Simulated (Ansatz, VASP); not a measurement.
# Ir in VASP and in Ansatz

```
Ir
1.0
     2.73119    0.00000    0.00000
    -1.36559    2.36528    0.00000
     0.00000    0.00000    4.36917
Ir
2
Direct
  0.33333 0.66667 0.25000
  0.66667 0.33333 0.75000
```

Alike in both runs: functional PBEsol; k mesh 6 × 6 × 4; occupations gaussian, width 0.1 eV; no spin polarisation.

Ansatz relaxed the structure, and its values are those at the end. VASP's run is a single point on that final structure, the one shown.

```csv
,VASP,Ansatz
version,VASP 6.6.1,Ansatz 0.2.0
potentials or method,"VASP PAW PBE potentials, release 64 (Ir_sv_GW), cutoff 560 eV","scalar-relativistic, plane waves, PAW"
valence electrons in the cell,34,34
```

Ansatz gave:

```
gap on the k mesh at the Fermi level (eV) : none
pressure (GPa)                            : 0.0
```

**Question.** Which values does VASP return?

**Answer.** gap on the k mesh at the Fermi level (eV): none; pressure (GPa): -1.8.

VASP's potentials were made for PBE, not for PBEsol. A gap of «none» marks a metal or a gap that the smearing closes.

The k mesh is coarse, so the values compare programs but aren't converged. Spin-orbit coupling is off throughout.
